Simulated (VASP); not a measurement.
# W (Pbcm) in VASP: further runs, part 2 of 2

VASP 6.6.1. Earlier steps stand in the parts before.

### Step 4. Single point, PBEsol, non-collinear spin, zero start, spin-orbit coupling

This run uses another cell than the first one, of 16.82 Å³/atom.

Input file INCAR:

```
PREC = Accurate
ENCUT = 520
EDIFF = 1E-6
ISMEAR = 0
SIGMA = 0.05
LREAL = False
LASPH = True
NELM = 150
ALGO = Normal
ISIF = 2
LWAVE = False
LCHARG = False
MAGMOM = 0 0 0 0 0 0 0 0 0 0 0 0
LORBIT = 11
LSORBIT = True
GGA_COMPAT = False
LORBMOM = True
LMAXMIX = 4
GGA = PS
NBANDS = 70
```

Input file KPOINTS:

```
Automatic mesh
0
Gamma
  8 5 5
```

Input file POSCAR:

```
W
1.0
    2.8096620000      0.0000000000      0.0000000000
    0.0000000000      4.8638700000      0.0000000000
    0.0000000000      0.0000000000      4.9236950000
W
4
Direct
    0.7931720000      0.9368430000      0.7500000000
    0.2068280000      0.4368430000      0.7500000000
    0.2068280000      0.0631570000      0.2500000000
    0.7931720000      0.5631570000      0.2500000000
```

Potentials or basis: VASP PAW PBE potentials, release 64 (W_sv).

Started as:

```
$ cat potpaw_PBE.64/W_sv/POTCAR > POTCAR
$ mpirun -np 1 vasp_ncl > vasp.out
```

OUTCAR:

```text
PREC = Accurate
   ENCUT = 520
   EDIFF = 1E-6
   ISMEAR = 0
   LREAL = False
   LASPH = True
   NELM = 150
   ISIF = 2
   LORBIT = 11
   LSORBIT = True
   GGA = PS

 ion  position               nearest neighbor table
   1  0.793  0.937  0.750-   2 2.70   2 2.70   3 2.79   3 2.79   2 2.94   2 2.94   3 3.03   3 3.03
                             4 3.06   4 3.06
   2  0.207  0.437  0.750-   1 2.70   1 2.70   4 2.79   4 2.79   1 2.94   1 2.94   4 3.03   4 3.03
                             3 3.06   3 3.06
   3  0.207  0.063  0.250-   4 2.70   4 2.70   1 2.79   1 2.79   4 2.94   4 2.94   1 3.03   1 3.03
                             2 3.06   2 3.06
   4  0.793  0.563  0.250-   3 2.70   3 2.70   2 2.79   2 2.79   3 2.94   3 2.94   2 3.03   2 3.03
                             1 3.06   1 3.06

  LATTYP: Found a simple orthorhombic cell.
 ALAT       =     2.8096620000
 B/A-ratio  =     1.7311228183
 C/A-ratio  =     1.7524154151

  Lattice vectors:

 A1 = (   2.8096620000,   0.0000000000,   0.0000000000)
 A2 = (   0.0000000000,   4.8638700000,   0.0000000000)
 A3 = (   0.0000000000,   0.0000000000,   4.9236950000)

Analysis of symmetry for initial positions (statically):
=====================================================================
 Subroutine PRICEL returns:
 Original cell was already a primitive cell.

 Routine SETGRP: Setting up the symmetry group for a
 simple orthorhombic supercell.

 Subroutine GETGRP returns: Found  8 space group operations
 (whereof  2 operations were pure point group operations)
 out of a pool of  8 trial point group operations.

The static configuration has the point symmetry S_2 .
 The point group associated with its full space group is D_2h.

Analysis of symmetry for dynamics (positions and initial velocities):
=====================================================================
 Subroutine PRICEL returns:
 Original cell was already a primitive cell.

 Routine SETGRP: Setting up the symmetry group for a
[... 1937 lines left out ...]

 orbital moment (y)

 # of ion     p       d       tot
 ----------------------------------------
  1         0.000   0.000   0.000
  2        -0.000   0.000   0.000
  3         0.000   0.000   0.000
  4        -0.000   0.000   0.000
 ----------------------------------------
           -0.000   0.000   0.000

 orbital moment (z)

 # of ion     p       d       tot
 ----------------------------------------
  1         0.000  -0.000  -0.000
  2        -0.000   0.000   0.000
  3         0.000  -0.000  -0.000
  4        -0.000   0.000   0.000
 ----------------------------------------
            0.000   0.000   0.000

 Spin-Orbit-Coupling matrix elements

 Ion:    1  E_soc:     -1.6956318
 l=   1
     0.0000000    -0.2335179    -0.2322971
    -0.2335179     0.0000000    -0.2317311
    -0.2322971    -0.2317311     0.0000000
 l=   2
     0.0000000    -0.0081304     0.0000000    -0.0100648    -0.0427456
    -0.0081304     0.0000000    -0.0300145    -0.0084648    -0.0097362
     0.0000000    -0.0300145     0.0000000    -0.0318328     0.0000000
    -0.0100648    -0.0084648    -0.0318328     0.0000000    -0.0092808
    -0.0427456    -0.0097362     0.0000000    -0.0092808     0.0000000
 l=   3
     0.0000000     0.0000000     0.0000000     0.0000000     0.0000000     0.0000000     0.0000000
     0.0000000     0.0000000     0.0000000     0.0000000     0.0000000     0.0000000     0.0000000
     0.0000000     0.0000000     0.0000000     0.0000000     0.0000000     0.0000000     0.0000000
     0.0000000     0.0000000     0.0000000     0.0000000     0.0000000     0.0000000     0.0000000
[... 49 lines left out ...]
 l=   2
     0.0000000    -0.0081304     0.0000000    -0.0100648    -0.0427456
    -0.0081304     0.0000000    -0.0300145    -0.0084648    -0.0097362
     0.0000000    -0.0300145     0.0000000    -0.0318328     0.0000000
    -0.0100648    -0.0084648    -0.0318328     0.0000000    -0.0092808
    -0.0427456    -0.0097362     0.0000000    -0.0092808     0.0000000
 l=   3
     0.0000000     0.0000000     0.0000000     0.0000000     0.0000000     0.0000000     0.0000000
     0.0000000     0.0000000     0.0000000     0.0000000     0.0000000     0.0000000     0.0000000
     0.0000000     0.0000000     0.0000000     0.0000000     0.0000000     0.0000000     0.0000000
     0.0000000     0.0000000     0.0000000     0.0000000     0.0000000     0.0000000     0.0000000
     0.0000000     0.0000000     0.0000000     0.0000000     0.0000000     0.0000000     0.0000000
     0.0000000     0.0000000     0.0000000     0.0000000     0.0000000     0.0000000     0.0000000
     0.0000000     0.0000000     0.0000000     0.0000000     0.0000000     0.0000000     0.0000000

 total charge

# of ion       s       p       d       tot
------------------------------------------
    1        2.407   6.304   3.330  12.041
    2        2.407   6.304   3.330  12.041
    3        2.407   6.304   3.330  12.041
    4        2.407   6.304   3.330  12.041
--------------------------------------------------
tot          9.628  25.216  13.322  48.166

 magnetization (x)

# of ion       s       p       d       tot
------------------------------------------
    1        0.000   0.000   0.000   0.000
    2        0.000   0.000   0.000   0.000
    3        0.000   0.000   0.000   0.000
    4        0.000   0.000   0.000   0.000
--------------------------------------------------
tot          0.000   0.000   0.000   0.000

 magnetization (y)

# of ion       s       p       d       tot
------------------------------------------
    1        0.000   0.000   0.000   0.000
    2        0.000   0.000   0.000   0.000
    3        0.000   0.000   0.000   0.000
    4        0.000   0.000   0.000   0.000
--------------------------------------------------
tot          0.000   0.000   0.000   0.000

 magnetization (z)

# of ion       s       p       d       tot
------------------------------------------
    1        0.000  -0.000   0.000   0.000
    2       -0.000   0.000  -0.000  -0.000
    3        0.000  -0.000   0.000   0.000
    4       -0.000   0.000  -0.000  -0.000
--------------------------------------------------
tot          0.000   0.000  -0.000  -0.000
```

OSZICAR:

```text
N       E                     dE             d eps       ncg     rms          rms(c)
DAV:   1     0.805166575266E+03    0.80517E+03   -0.31894E+04  6300   0.188E+03
DAV:   2    -0.953979156493E+00   -0.80612E+03   -0.78243E+03  6332   0.624E+02
DAV:   3    -0.564677295235E+02   -0.55514E+02   -0.50881E+02  7138   0.156E+02
DAV:   4    -0.591445483089E+02   -0.26768E+01   -0.25373E+01  7672   0.279E+01
DAV:   5    -0.592197773199E+02   -0.75229E-01   -0.74699E-01  7516   0.460E+00    0.382E+01
DAV:   6    -0.570321973700E+02    0.21876E+01   -0.31886E+00  7104   0.133E+01    0.148E+01
DAV:   7    -0.565167361857E+02    0.51546E+00   -0.14815E+00  7532   0.819E+00    0.333E+00
DAV:   8    -0.565059206650E+02    0.10816E-01   -0.34621E-02  7530   0.126E+00    0.705E-01
DAV:   9    -0.564943346246E+02    0.11586E-01   -0.76545E-03  7500   0.684E-01    0.180E-01
DAV:  10    -0.564943574128E+02   -0.22788E-04   -0.36169E-04  8418   0.142E-01    0.648E-02
DAV:  11    -0.564943600626E+02   -0.26498E-05   -0.24610E-05  7230   0.372E-02    0.229E-02
DAV:  12    -0.564943603851E+02   -0.32247E-06   -0.19127E-06  5778   0.994E-03
   1 F= -.56494360E+02 E0= -.56492218E+02  d E =-.428554E-02  mag=     0.0000    -0.0000    -0.0000
```

Run time: 5.2 min. Hardware: 1 thread of Oxide Virtual Turin-like, shared host; peak memory 0.45 GiB.

Results:

```yaml
Free_energy: -56.4944 eV
Pressure: -9.4 GPa
Largest_force: 0.109 eV/Å
Net_moment: 0.00 μB per cell
Valence_electrons_inside_the_program's_atomic_spheres: W 12.04
```

Forces on the atoms (eV/Å):
```
W   -0.106 -0.025  0.000
W    0.106 -0.025  0.000
W    0.106  0.025  0.000
W   -0.106  0.025  0.000
```

Stress tensor (GPa, compression positive):
```
-10.68   0.00   0.00
  0.00  -8.41   0.00
  0.00   0.00  -9.04
```

Moments on the atoms (μB; x, y, z):
```
W   0.00 0.00 0.00
W   0.00 0.00 0.00
W   0.00 0.00 0.00
W   0.00 0.00 0.00
```

Caveat: the cell stands under tension; the PAW data sets were made with another functional, which shifts forces and pressure a little.

### Step 5. Single point, PBEsol, non-collinear spin, zero start, spin-orbit coupling

This run uses another cell than the first one, of 16.82 Å³/atom.

Input file INCAR:

```
SYSTEM = W
ALGO     = Fast           ! electronic algorithm
EDIFF    = 1E-6           ! SCF threshold, eV
ENCUT    = 520            ! plane-wave cutoff, eV
GGA      = PS             ! functional
GGA_COMPAT= .False.      
ISIF     = 2              ! what is computed and relaxed
ISMEAR   = 0              ! smearing method
LASPH    = .True.         ! aspherical terms in the spheres
LCHARG   = .True.         ! write CHGCAR
LMAXMIX  = 4              ! l up to which the mixer works
LORBIT   = 11             ! projections on sites
LORBMOM  = .True.       
LREAL    = .False.        ! projectors in reciprocal space
LSORBIT  = .True.         ! spin-orbit coupling
LVHAR    = .True.       
LWAVE    = .False.        ! write WAVECAR
MAGMOM   = 0 0 0 0 0 0 0 0 0 0 0 0 ! initial moments
NBANDS   = 70             ! bands
NELM     = 150            ! most SCF steps
PREC     = Accurate       ! precision mode
SIGMA    = 0.01           ! smearing width, eV
```

Input file KPOINTS:

```
k-points
0
Gamma
  8 5 5
  0 0 0
```

POSCAR is that of step 4.

Started as:

```
$ cat potpaw_PBE.64/W_sv/POTCAR > POTCAR
$ mpirun -np 1 vasp_ncl > vasp.out
```

Run time: 13 min. Hardware: 1 thread of Oxide Virtual Turin-like, shared host; peak memory 0.45 GiB.

It converged, with:

```
Free energy                                           : -56.4922 eV
Pressure                                              : -9.4 GPa
Largest force                                         : 0.115 eV/Å
Net moment                                            : 0.00 μB per cell
Valence electrons inside the program's atomic spheres : W 12.04
```

Forces in eV/Å, atoms in the order of the input:
```
W   -0.108 -0.041  0.000
W    0.108 -0.041  0.000
W    0.108  0.041  0.000
W   -0.108  0.041  0.000
```

Stress tensor (GPa, compression positive):
```
-10.71   0.00   0.00
  0.00  -8.36   0.00
  0.00   0.00  -9.04
```

Moments on the atoms (μB; x, y, z):
```
W   0.00 0.00 0.00
W   0.00 0.00 0.00
W   0.00 0.00 0.00
W   0.00 0.00 0.00
```

Caveat: the cell stands under tension; the PAW data sets were made with another functional, which shifts forces and pressure a little.

### Step 6. The runs side by side

```csv
level,potentials or basis,spin,cell,k mesh,smearing,gap on the mesh (eV),pressure (GPa),moment (μB),largest force (eV/Å)
LDA,"VASP PAW LDA potentials, release 64 (W_sv)",off,"a = 2.847, b = 4.928, c = 4.988 Å, 4 atoms",9 × 6 × 6,fermi-dirac 0.05 eV,none,-23.2,-,0.23
LDA,"VASP PAW LDA potentials, release 64 (W_sv)",off,"a = 2.865, b = 4.959, c = 5.020 Å, 4 atoms",9 × 6 × 6,fermi-dirac 0.05 eV,none,-27.0,-,0.30
PBEsol,"VASP PAW PBE potentials, release 64 (W_sv)","non-collinear, zero start, SOC","a = 2.810, b = 4.864, c = 4.924 Å, 4 atoms",8 × 5 × 5,gaussian 0.05 eV,-,-9.4,0.00,0.11
PBEsol,"VASP PAW PBE potentials, release 64 (W_sv)","non-collinear, zero start, SOC","a = 2.810, b = 4.864, c = 4.924 Å, 4 atoms",8 × 5 × 5,gaussian 0.01 eV,-,-9.4,0.00,0.12
```

Alike in all rows: task single point; cutoff (eV) 520.

Caveats: the cell stands under tension; spin-orbit coupling is left out, which moves the levels of the heavy elements (at least some runs); the PAW data sets were made with another functional, which shifts forces and pressure a little (at least some runs).

Total energies depend on the potentials used, so only differences within one code and one set of settings carry meaning.
